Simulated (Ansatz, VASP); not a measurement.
# Two plane-wave programs on TiH5

```
Ti H
1.0
     3.07098   -0.01126    0.00167
    -1.53156    2.66139   -0.00342
    -1.13632   -0.91823    5.84422
Ti H
1 5
Cartesian
  -1.0037 2.3277 0.4631
  0.5247 1.4409 0.8746
  0.9300 -0.3736 5.4760
  2.0468 0.5576 1.5004
  0.5779 1.6034 4.3810
  -1.8042 1.2115 4.3666
```

Alike in both runs: functional PBE; k mesh 12 × 12 × 6; occupations gaussian, width 0.1 eV; no spin polarisation.

Ansatz relaxed the structure, and its values are those at the end. VASP's run is a single point on that final structure, the one shown.

|  | VASP | Ansatz |
| --- | --- | --- |
| version | VASP 6.6.1 | Ansatz 0.2.0 |
| potentials or method | VASP PAW PBE potentials, release 64 (Ti_sv, H), cutoff 520 eV | scalar-relativistic, plane waves, PAW |
| valence electrons in the cell | 17 | 17 |

```tsv
	VASP	Ansatz	Ansatz less VASP
gap on the k mesh at the Fermi level (eV)	none	none	-
pressure (GPa)	-0.1	0.0	+0.13
```

A gap of «none» marks a metal or a gap that the smearing closes. With one functional, cell and mesh, what is left measures potentials, basis and numerics.
